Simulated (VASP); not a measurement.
Write the native input for VASP 6.6.1 that does the following.

* Task: relaxation of cell and atoms
* Functional: r2SCAN
* Potentials or basis: VASP PAW PBE potentials, release 64 (Mo_sv, S)
* Cutoff: 600 eV
* k mesh: 8 × 8 × 8
* Occupations: fermi-dirac, width 0.0368 eV
* Spin: no spin polarisation
* Dipole correction: no
* Further INCAR settings: ALGO = Normal; EDIFF = 1e-06; IBRION = 2; EDIFFG = -0.03; NSW = 80; ISIF = 3

The system is MoS2.

```xyz
3
Lattice="1.5745 0.9091 6.1287 -1.5745 0.9091 6.1287 0.0000 -1.8181 6.1287" Properties=species:S:1:pos:R:3 pbc="T T T"
Mo    0.0000    0.0000    0.0000
S     0.0000    0.0000    4.5965
S     0.0000    0.0000    7.6670
```

One way to write it, as run:

POSCAR

```
MoS2
1.0
    1.5745333700      0.9090538500      6.1287216500
   -1.5745333700      0.9090538500      6.1287216500
    0.0000000000     -1.8181176700      6.1287216500
Mo S
1 2
Direct
    0.0000000000      0.0000000000      0.0000000000
    0.2500000000      0.2500000000      0.2500000000
    0.4170000000      0.4170000000      0.4170000000
```

INCAR.step1

```
PREC     = Accurate       # precision mode
ENCUT    = 600            # plane-wave cutoff, eV
ISMEAR   = -1             # smearing method
SIGMA    = 0.0368         # smearing width, eV
LREAL    = F              # projectors in reciprocal space
LASPH    = T              # aspherical terms in the spheres
NELM     = 100            # most SCF steps
GGA      = PE             # functional
ALGO     = Normal         # electronic algorithm
EDIFF    = 1E-4           # SCF threshold, eV
LWAVE    = T              # write WAVECAR
LCHARG   = F              # write CHGCAR
```

INCAR.step2

```
PREC     = Accurate       # precision mode
ENCUT    = 600            # plane-wave cutoff, eV
EDIFF    = 1E-6           # SCF threshold, eV
ISMEAR   = -1             # smearing method
SIGMA    = 0.0368         # smearing width, eV
LREAL    = F              # projectors in reciprocal space
LASPH    = T              # aspherical terms in the spheres
NELM     = 100            # most SCF steps
ALGO     = Normal         # electronic algorithm
ISIF     = 3              # what is computed and relaxed
LWAVE    = F              # write WAVECAR
LCHARG   = F              # write CHGCAR
METAGGA  = R2SCAN         # meta-GGA
LMIXTAU  = T            
IBRION   = 2              # ionic algorithm
NSW      = 80             # ionic steps
EDIFFG   = -0.03          # ionic threshold
ISTART   = 1
```

KPOINTS

```
Automatic mesh
0
Gamma
  8 8 8
```

Potentials or basis: VASP PAW PBE potentials, release 64 (Mo_sv, S).

Run with:

```console
$ cat potpaw_PBE.64/Mo_sv/POTCAR potpaw_PBE.64/S/POTCAR > POTCAR
$ cp INCAR.step1 INCAR
$ mpirun -np 1 vasp_std > vasp.out
$ cp INCAR.step2 INCAR
$ mpirun -np 1 vasp_std > vasp.out
```

Results of the run:

The relaxed volume is 18.96 Å³/atom and the relaxed cell is a = 6.727 Å, b = 6.727 Å, c = 6.727 Å, α = 27.40°, β = 27.40°, γ = 27.40°. The space group after relaxing (to 0.1 Å) is R3m (No. 160) and the energy gained by relaxing is 15.2 meV/atom. The ionic steps are 14. The pressure after relaxing is -0.1 GPa. The largest force after relaxing is 0.029 eV/Å and the band gap on the k mesh is 1.34 eV (least direct gap 2.08 eV).

Caveat: the PAW data sets were made with another functional, which shifts forces and pressure a little.

Run time: 90 min on 1 thread of Intel(R) Xeon(R) 6975P-C (Granite Rapids), on a shared host, peak memory 0.49 GiB.
